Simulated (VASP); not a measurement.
Set up this calculation in VASP 6.6.1, as the native input.

- Task: single point
- Functional: r2SCAN
- Potentials or basis: VASP PAW PBE potentials, release 64 (B, N)
- Cutoff: 520 eV
- k mesh: 12 × 12 × 6
- Occupations: gaussian, width 0.05 eV
- Spin: no spin polarisation
- Dipole correction: no
- Further INCAR settings: ALGO = Normal; EDIFF = 1e-07; NBANDS = 16

The system is BN.

```
B N
1.0
     2.55394    0.00000    0.00000
    -1.27697    2.21178    0.00000
     0.00000    0.00000    4.22685
B N
2 2
Direct
  0.66667 0.33333 0.01155
  0.33333 0.66667 0.49972
  0.66667 0.33333 0.62528
  0.33333 0.66667 0.12528
```

This cell differs from its parent crystal: atom 1 (B) moved +0.050 Å along Cartesian [0 0 1].

One way to write it, as run:

POSCAR

```
BN
1.0
    2.5539396017      0.0000000000      0.0000000000
   -1.2769698009      2.2117765748      0.0000000000
    0.0000000000      0.0000000000      4.2268550000
B N
2 2
Direct
    0.6666666667      0.3333333333      1.0115531259
    0.3333333333      0.6666666667      0.4997240000
    0.6666666667      0.3333333333      0.6252760000
    0.3333333333      0.6666666667      0.1252760000
```

INCAR.step1

```
PREC = Accurate
ENCUT = 520
ISMEAR = 0
SIGMA = 0.05
LREAL = False
LASPH = True
NELM = 60
NBANDS = 16
GGA = PE
ALGO = Normal
EDIFF = 1E-4
LWAVE = True
LCHARG = False
```

INCAR.step2

```
PREC = Accurate
ENCUT = 520
EDIFF = 1E-7
ISMEAR = 0
SIGMA = 0.05
LREAL = False
LASPH = True
NELM = 60
ALGO = Normal
ISIF = 2
LWAVE = False
LCHARG = False
METAGGA = R2SCAN
LMIXTAU = True
NBANDS = 16
ISTART = 1
```

KPOINTS

```
Automatic mesh
0
Gamma
  12 12 6
```

Potentials or basis: VASP PAW PBE potentials, release 64 (B, N).

Command:

```sh
$ cat potpaw_PBE.64/B/POTCAR potpaw_PBE.64/N/POTCAR > POTCAR
$ cp INCAR.step1 INCAR
$ mpirun -np 1 vasp_std > vasp.out
$ cp INCAR.step2 INCAR
$ mpirun -np 1 vasp_std > vasp.out
```

Results of the run:

The pressure is -3.0 GPa. The largest force is 1.601 eV/Å and the band gap on the k mesh is 6.02 eV, indirect (least direct gap 8.96 eV).

Caveat: the cell differs from its parent crystal (atom 1 (B) moved +0.050 Å along Cartesian [0 0 1]); the PAW data sets were made with another functional, which shifts forces and pressure a little.

It took 110 s on 1 thread of Intel Xeon 6975P-C, on a shared host, peak memory 0.15 GiB.
